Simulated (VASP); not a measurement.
# K3TaO3 (P4mm) in VASP: single point with PBE

Aim: the single point of K3TaO3 with PBE.

All numbers are computed with VASP 6.6.1; they aren't measurements. Logs are shortened: lines on timing, memory, paths and dates and some standing lists are left out, and cuts for length are marked.

### 1 The cell of the first run

It takes space group P4mm (No. 99, tetragonal). The conventional cell has a = 3.891 Å, b = 3.891 Å, c = 13.427 Å, α = 90.00°, β = 90.00°, γ = 90.00°. Within 5.2 Å of K (site symmetry 4mm) lie 12 K at 3.89 to 5.06 Å and 1 O at 5.12 Å. K (site symmetry 4mm) has 8 O at 2.88 to 3.70 Å and 4 Ta at 3.84 Å and 4 K at 3.89 Å within 3.9 Å. Within 3.9 Å of K (site symmetry 4mm) lie 4 O at 2.81 Å and 4 Ta at 3.72 Å and 4 K at 3.89 Å. Ta (site symmetry 4mm) has 5 O at 1.81 to 2.00 Å within 2.4 Å. O (site symmetry 4mm) has 1 Ta at 1.81 Å within 2.4 Å. O (site symmetry 2mm) has 2 Ta at 2.00 Å and 6 O at 2.75 to 3.00 Å and 2 K at 2.81 Å within 3.0 Å.

### 2 Single point, PBE

INCAR reads:

```
ALGO     = Normal         # electronic algorithm
EDIFF    = 1E-6           # SCF threshold, eV
ENCUT    = 700            # plane-wave cutoff, eV
GGA      = PE             # functional
GGA_COMPAT= False        
ISIF     = 2              # what is computed and relaxed
ISMEAR   = 0              # smearing method
LASPH    = True           # aspherical terms in the spheres
LCHARG   = False          # write CHGCAR
LREAL    = False          # projectors in reciprocal space
LWAVE    = False          # write WAVECAR
NBANDS   = 38             # bands
NELM     = 120            # most SCF steps
PREC     = Accurate       # precision mode
SIGMA    = 0.2            # smearing width, eV
```

KPOINTS reads:

```
k-points
0
Gamma
  6 6 2
```

POSCAR reads:

```
K3TaO3
1.0
    3.8905424511      0.0000000000      0.0000000000
    0.0000000000      3.8905424511      0.0000000000
    0.0000000000      0.0000000000     13.4266209456
K Ta O
3 1 3
Direct
    0.0000000000      0.0000000000      0.5382165643
    0.5000000000      0.5000000000      0.2215179246
    0.5000000000      0.5000000000      0.8361199401
    0.0000000000      0.0000000000      0.0224239709
    1.0000000000      0.0000000000      0.1572385841
    0.0000000000      0.5000000000      0.9872415079
    0.5000000000      0.0000000000      0.9872415079
```

Potentials or basis: VASP PAW PBE potentials, release 64 (K_sv, Ta_sv_GW, O).

On the command line:

```console
$ cat potpaw_PBE.64/K_sv/POTCAR potpaw_PBE.64/Ta_sv_GW/POTCAR potpaw_PBE.64/O/POTCAR > POTCAR
$ mpirun -np 1 vasp_std > vasp.out
```

OUTCAR:

```text
EDIFF = 1E-6
   ENCUT = 700
   GGA = PE
   ISIF = 2
   ISMEAR = 0
   LASPH = True
   LREAL = False
   NELM = 120
   PREC = Accurate

 ion  position               nearest neighbor table
   1  0.000  0.000  0.538-
   2  0.500  0.500  0.222-   5 2.88   5 2.88   5 2.88   5 2.88
   3  0.500  0.500  0.836-   6 2.81   7 2.81   7 2.81   6 2.81
   4  0.000  0.000  0.022-   5 1.81   6 2.00   7 2.00   6 2.00   7 2.00
   5  0.000  0.000  0.157-   4 1.81   2 2.88   2 2.88   2 2.88   2 2.88
   6  0.000  0.500  0.987-   4 2.00   4 2.00   3 2.81   3 2.81
   7  0.500  0.000  0.987-   4 2.00   4 2.00   3 2.81   3 2.81

  LATTYP: Found a simple tetragonal cell.
 ALAT       =     3.8905424511
 C/A-ratio  =     3.4510922614

  Lattice vectors:

 A1 = (   3.8905424511,   0.0000000000,   0.0000000000)
 A2 = (   0.0000000000,   3.8905424511,   0.0000000000)
 A3 = (   0.0000000000,   0.0000000000,  13.4266209456)

Analysis of symmetry for initial positions (statically):
=====================================================================
 Subroutine PRICEL returns:
 Original cell was already a primitive cell.

 Routine SETGRP: Setting up the symmetry group for a
 simple tetragonal supercell.

 Subroutine GETGRP returns: Found  8 space group operations
 (whereof  8 operations were pure point group operations)
 out of a pool of 16 trial point group operations.

The static configuration has the point symmetry C_4v.

Analysis of symmetry for dynamics (positions and initial velocities):
=====================================================================
 Subroutine PRICEL returns:
 Original cell was already a primitive cell.

 Routine SETGRP: Setting up the symmetry group for a
 simple tetragonal supercell.

 Subroutine GETGRP returns: Found  8 space group operations
 (whereof  8 operations were pure point group operations)
 out of a pool of 16 trial point group operations.

The dynamic configuration has the point symmetry C_4v.

 Subroutine INISYM returns: Found  8 space group operations
 (whereof  8 operations are pure point group operations),
 and found     1 'primitive' translations

----------------------------------------------------------------------------------------

                                     Primitive cell

  volume of cell :     203.2296

  direct lattice vectors                    reciprocal lattice vectors
     3.890542451  0.000000000  0.000000000     0.257033566  0.000000000  0.000000000
     0.000000000  3.890542451  0.000000000     0.000000000  0.257033566  0.000000000
     0.000000000  0.000000000 13.426620946     0.000000000  0.000000000  0.074478903

  length of vectors
     3.890542451  3.890542451 13.426620946     0.257033566  0.257033566  0.074478903

  position of ions in fractional coordinates (direct lattice)
     0.000000000  0.000000000  0.538216564
     0.500000000  0.500000000  0.221517925
     0.500000000  0.500000000  0.836119940
     0.000000000  0.000000000  0.022423971
     0.000000000  0.000000000  0.157238584
     0.000000000  0.500000000  0.987241508
     0.500000000  0.000000000  0.987241508

  ion indices of the primitive-cell ions
   primitive index   ion index
                 1           1
                 2           2
                 3           3
                 4           4
                 5           5
                 6           6
                 7           7

----------------------------------------------------------------------------------------

 KPOINTS: k-points

Automatic generation of k-mesh.
 Grid dimensions read from file:
 generate k-points for:    6    6    2

 Generating k-lattice:

  Cartesian coordinates                     Fractional coordinates (reciprocal lattice)
     0.042838928  0.000000000  0.000000000     0.166666667  0.000000000  0.000000000
     0.000000000  0.042838928  0.000000000     0.000000000  0.166666667  0.000000000
     0.000000000  0.000000000  0.037239452     0.000000000  0.000000000  0.500000000

  Length of vectors
     0.042838928  0.042838928  0.037239452

  Shift w.r.t. Gamma in fractional coordinates (k-lattice)
     0.000000000  0.000000000  0.000000000

 Subroutine IBZKPT returns following result:
 ===========================================

 Found     20 irreducible k-points:

 Following reciprocal coordinates:
            Coordinates               Weight
  0.000000  0.000000  0.000000      1.000000
  0.166667  0.000000  0.000000      4.000000
  0.333333  0.000000  0.000000      4.000000
  0.500000  0.000000  0.000000      2.000000
  0.166667  0.166667  0.000000      4.000000
  0.333333  0.166667  0.000000      8.000000
[... 12 lines left out ...]
  0.500000  0.333333  0.500000      4.000000
  0.500000  0.500000  0.500000      1.000000
   k-points           NKPTS =     20   k-points in BZ     NKDIM =     20   number of bands    NBANDS=     38
   number of dos      NEDOS =    301   number of ions     NIONS =      7
   total plane-waves  NPLWV = 155520
   dimension x,y,z NGX =    36 NGY =   36 NGZ =  120
   dimension x,y,z NGXF=    72 NGYF=   72 NGZF=  240
   ions per type =               3   1   3
   NGX,Y,Z   is equivalent  to a cutoff of  15.38, 15.38, 14.86 a.u.
   NGXF,Y,Z  is equivalent  to a cutoff of  30.77, 30.77, 29.72 a.u.
 SYSTEM =  unknown system
   PREC   = accura    normal or accurate (medium, high low for compatibility)
   ISTART =      0    job   : 0-new  1-cont  2-samecut
   ICHARG =      2    charge: 1-file 2-atom 10-const
   ISPIN  =      1    spin polarized calculation?
   LNONCOLLINEAR =      F non collinear calculations
   LSORBIT =      F    spin-orbit coupling
   LASPH  =      T    aspherical Exc in radial PAW
   ENCUT  =  700.0 eV  51.45 Ry    7.17 a.u.   8.39  8.39 28.96*2*pi/ulx,y,z
   NELM   =    120;   NELMIN=  2; NELMDL= -5     # of ELM steps
   EDIFF  = 0.1E-05   stopping-criterion for ELM
   LREAL  =      F    real-space projection
[... 7 lines left out ...]
   TEBEG  =    0.0;   TEEND  =   0.0 temperature during run
   PSTRESS=    0.0 pullay stress
   NELECT =      58.0000    total number of electrons
   NUPDOWN=      -1.0000    fix difference up-down
   EMIN   =  10.00;   EMAX   =-10.00  energy-range for DOS
   EFERMI =   0.00;   METHOD = LEGACY
   ISMEAR =     0;   SIGMA  =   0.20  broadening in eV -4-tet -1-fermi 0-gaus
   EFERMI_NEDOS =   21; number of points for ismear=-14 and -15
   IALGO  =     38    algorithm
   IMIX   =      4    mixing-type and parameters
     AMIX     =   0.40;   BMIX     =  1.00
     AMIX_MAG =   1.60;   BMIX_MAG =  1.00
  volume/ion in A,a.u.               =      29.03       195.92
  Fermi-wavevector in a.u.,A,eV,Ry     =   1.077842  2.036826 15.806481  1.161744
  Thomas-Fermi vector in A             =   2.213765
   LORBIT       =      0    0 simple, 1 ext, 2 COOP (PROOUT), +10 PAW based schemes
   GGA     = PE    functional components
   LHFCALC =     F    Hartree Fock is set to
   AEXX    =    0.0000 exact exchange contribution
   IVDW    =     0    specifies the selected vdW correction
   LEPSILON=     F    determine dielectric tensor
   LRPA    =     F    only Hartree local field effects (RPA)
 non-spin polarized calculation
 Gauss-broadening in eV      SIGMA  =   0.20
  energy-cutoff  :      700.00
  volume of cell :      203.23
 maximum number of plane-waves:      8589
 NGX is ok and might be reduce to    36
   NGX = 17   NGY = 17   NGZ = 57

 number of electron      58.0000001 magnetization

 Free energy of the ion-electron system (eV)
  ---------------------------------------------------
  ext. energy  EPLUGINS =         0.00000000
  ---------------------------------------------------
  free energy    TOTEN  =       -45.25715067 eV

  energy without entropy =      -45.21143977  energy(sigma->0) =      -45.23429522

 E-fermi :   2.2751     XC(G=0):  -7.4395

 val. band max:        2.2575288131   @ k =   0.3333   0.0000   0.5000
 cond. band min:       2.2931790782   @ k =   0.3333   0.3333   0.0000
 fundamental gap:      0.0356502651
 Fermi energy:         2.2750545177

 k-point     1 :       0.0000    0.0000    0.0000
  band No.  band energies     occupation
      1     -68.3582      2.00000
      2     -35.1313      2.00000
      3     -34.7784      2.00000
      4     -34.7784      2.00000
      5     -29.9926      2.00000
      6     -29.7926      2.00000
[... 30 lines left out ...]
     37       5.3539      0.00000
     38       5.6667      0.00000

 k-point     2 :       0.1667    0.0000    0.0000
  band No.  band energies     occupation
      1     -68.3580      2.00000
      2     -35.1300      2.00000
      3     -34.8054      2.00000
      4     -34.7774      2.00000
      5     -29.9888      2.00000
      6     -29.7884      2.00000
[... 30 lines left out ...]
     37       5.3129      0.00000
     38       5.9017      0.00000

 k-point     3 :       0.3333    0.0000    0.0000
  band No.  band energies     occupation
      1     -68.3575      2.00000
      2     -35.1270      2.00000
      3     -34.8589      2.00000
      4     -34.7754      2.00000
      5     -29.9812      2.00000
      6     -29.7800      2.00000
[... 30 lines left out ...]
     37       5.1561      0.00000
     38       5.5367      0.00000

 k-point     4 :       0.5000    0.0000    0.0000
  band No.  band energies     occupation
      1     -68.3573      2.00000
      2     -35.1254      2.00000
      3     -34.8854      2.00000
      4     -34.7744      2.00000
      5     -29.9774      2.00000
      6     -29.7758      2.00000
[... 30 lines left out ...]
     37       5.2993      0.00000
     38       5.3508      0.00000
[... 539 lines left out ...]
      4     -34.8554      2.00000
      5     -29.9701      2.00000
      6     -29.7684      2.00000
[... 30 lines left out ...]
     37       5.2406      0.00000
     38       6.1139      0.00000

 k-point    19 :       0.5000    0.3333    0.5000
  band No.  band energies     occupation
      1     -68.3566      2.00000
      2     -35.1213      2.00000
      3     -34.8819      2.00000
      4     -34.8544      2.00000
      5     -29.9664      2.00000
      6     -29.7645      2.00000
[... 30 lines left out ...]
     37       5.3390      0.00000
     38       6.0142      0.00000

 k-point    20 :       0.5000    0.5000    0.5000
  band No.  band energies     occupation
      1     -68.3563      2.00000
      2     -35.1197      2.00000
      3     -34.8807      2.00000
      4     -34.8807      2.00000
      5     -29.9627      2.00000
      6     -29.7608      2.00000
[... 30 lines left out ...]
     37       5.0361      0.00000
     38       5.1343      0.00000

------------------------ aborting loop because EDIFF is reached ----------------------------------------

  FORCE on cell =-STRESS in cart. coord.  units (eV):
  Direction    XX          YY          ZZ          XY          YZ          ZX
  --------------------------------------------------------------------------------------
  -------------------------------------------------------------------------------------
  Total       -0.0432371     -0.0432371      0.2453520      0.0000000     -0.0000000      0.0000000
  in kB       -0.3408629     -0.3408629      1.9342523      0.0000000     -0.0000000      0.0000000
  external PRESSURE =       0.4175088 kB  Pullay stress =       0.0000000 kB

 VOLUME and BASIS-vectors are now :
 -----------------------------------------------------------------------------
  energy-cutoff  :      700.00
  volume of cell :      203.23
      direct lattice vectors                 reciprocal lattice vectors
     3.890542451  0.000000000  0.000000000     0.257033566  0.000000000  0.000000000
     0.000000000  3.890542451  0.000000000     0.000000000  0.257033566  0.000000000
     0.000000000  0.000000000 13.426620946     0.000000000  0.000000000  0.074478903

 POSITION                                       TOTAL-FORCE (eV/Angst)
 -----------------------------------------------------------------------------------
      0.00000      0.00000      7.22643        -0.000000     -0.000000      0.004225
      1.94527      1.94527      2.97424        -0.000000     -0.000000      0.011556
      1.94527      1.94527     11.22627         0.000000      0.000000     -0.020460
      0.00000      0.00000      0.30108         0.000000     -0.000000     -0.232755
      0.00000      0.00000      2.11118         0.000000     -0.000000      0.200292
      0.00000      1.94527     13.25532         0.000000     -0.000000      0.018571
      1.94527      0.00000     13.25532         0.000000     -0.000000      0.018571
 -----------------------------------------------------------------------------------
    total drift:                                0.000000     -0.000000     -0.001526

  FREE ENERGIE OF THE ION-ELECTRON SYSTEM (eV)
  ---------------------------------------------------
  free  energy   TOTEN  =       -45.2571506726 eV

  energy  without entropy=      -45.2114397688  energy(sigma->0) =      -45.23429522
```

Wall time 4.2 min (1 thread of Intel Xeon 6975P-C (Granite Rapids), shared host); peak memory 0.52 GiB.

Results:

```yaml
Free_energy: -45.2572 eV
Pressure: 0.0 GPa
Largest_force: 0.233 eV/Å
Band_gap_on_the_k_mesh: zero (bands 29 and 30 overlap by 1.57 eV)
```

Forces on the atoms (eV/Å):
```
K    0.000  0.000  0.004
K    0.000  0.000  0.012
K    0.000  0.000 -0.020
Ta   0.000  0.000 -0.233
O    0.000  0.000  0.200
O    0.000  0.000  0.019
O    0.000  0.000  0.019
```

Levels at points of the mesh, in eV from the Fermi level:
```csv
k point,band 24,band 25,band 26,band 27,band 28,band 29,band 30,band 31,band 32,band 33
"(0.00, 0.00, 0.00)",-5.16,-5.16,-5.14,-4.00,-4.00,-2.08,-0.80,-0.56,0.11,2.07
"(0.50, 0.00, 0.00)",-5.77,-5.40,-5.00,-4.96,-4.59,0.26,0.51,0.98,1.24,1.67
"(0.50, 0.50, 0.00)",-6.59,-6.16,-4.51,-4.51,-3.07,0.19,1.17,1.91,1.91,2.30
"(0.00, 0.00, 0.50)",-5.16,-5.16,-5.14,-4.00,-4.00,-2.03,-1.04,-0.56,0.64,1.47
"(0.50, 0.00, 0.50)",-5.77,-5.40,-5.00,-4.96,-4.59,0.33,0.50,0.95,1.01,1.67
"(0.50, 0.50, 0.50)",-6.59,-6.16,-4.51,-4.51,-3.07,0.20,1.16,1.91,1.91,2.34
```

Caveat: spin-orbit coupling is left out, which moves the levels of the heavy elements.

The gap in the log of VASP goes by the Fermi energy; the results here count the filled bands.